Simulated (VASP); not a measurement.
Input of a VASP 6.6.1 run:

Contents of INCAR:

```
PREC = Accurate
ENCUT = 520
EDIFF = 1E-6
ISMEAR = 0
SIGMA = 0.15
LREAL = False
LASPH = True
NELM = 80
ALGO = Fast
ISIF = 2
LWAVE = False
LCHARG = True
GGA = PS
LELF = True
LVHAR = True
NBANDS = 13
```

KPOINTS

```
regular mesh
0
Gamma
  16 16 16
```

Contents of POSCAR:

```
Pb
1.0
    0.0000000000      2.4698000000      2.4698000000
    2.5068470000      0.0000000000      2.4698000000
    2.5068470000      2.4698000000      0.0000000000
Pb
1
Direct
    0.0000000000      0.0000000000      0.0000000000
```

Potentials or basis: VASP PAW PBE potentials, release 64 (Pb_d).

Command:

```bash
$ cat potpaw_PBE.64/Pb_d/POTCAR > POTCAR
$ mpirun -np 1 vasp_std > vasp.out
```

Q: Predict the pressure.

A: -0.9 GPa.

Q: Predict the band gap on the k mesh.

A: Zero (band 7 reaches 14.34 eV, above the bottom of band 8 at 5.26 eV).

Stress tensor (GPa, compression positive):
```
-1.09  0.00  0.00
 0.00 -0.88  0.00
 0.00  0.00 -0.88
```

Caveat: the cell differs from its parent crystal (strain +0.0150 x Voigt [1, 0, 0, 0, 0, 0]); the PAW data sets were made with another functional, which shifts forces and pressure a little; spin-orbit coupling is left out, which moves the levels of the heavy elements.
